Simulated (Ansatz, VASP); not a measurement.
# La2O3 in VASP and in Ansatz

```
CELL_PARAMETERS angstrom
4.01171 0.00000 0.00000
-2.00586 3.47425 0.00000
0.00000 0.00000 7.06639
ATOMIC_POSITIONS crystal
La 0.00000 0.00000 0.19480
La 0.00000 0.00000 0.80520
O 0.33333 0.66667 0.00000
O 0.66667 0.33333 0.00000
O 0.00000 0.00000 0.50000
```

Alike in both runs: functional PBE; k mesh 6 × 6 × 2; occupations gaussian, width 0.1 eV; no spin polarisation.

Ansatz relaxed the structure, and its values are those at the end. VASP's run is a single point on that final structure, the one shown.

|  | VASP | Ansatz |
| --- | --- | --- |
| version | VASP 6.6.1 | Ansatz 0.2.0 |
| potentials or method | VASP PAW PBE potentials, release 64 (La, O), cutoff 520 eV | scalar-relativistic, plane waves, PAW |
| valence electrons in the cell | 40 | 40 |

Ansatz gave:

- gap on the k mesh at the Fermi level (eV): none
- pressure (GPa): 0.2
- rms of the force components (eV/Å): 0.001

**Question.** Which values does VASP return?

**Answer.** gap on the k mesh at the Fermi level (eV): none; pressure (GPa): 0.0; rms of the force components (eV/Å): 0.005.

A gap of «none» marks a metal or a gap that the smearing closes. With one functional, cell and mesh, what is left measures potentials, basis and numerics.

The k mesh is coarse, so the values compare programs but aren't converged. Neither program's run includes spin-orbit coupling.
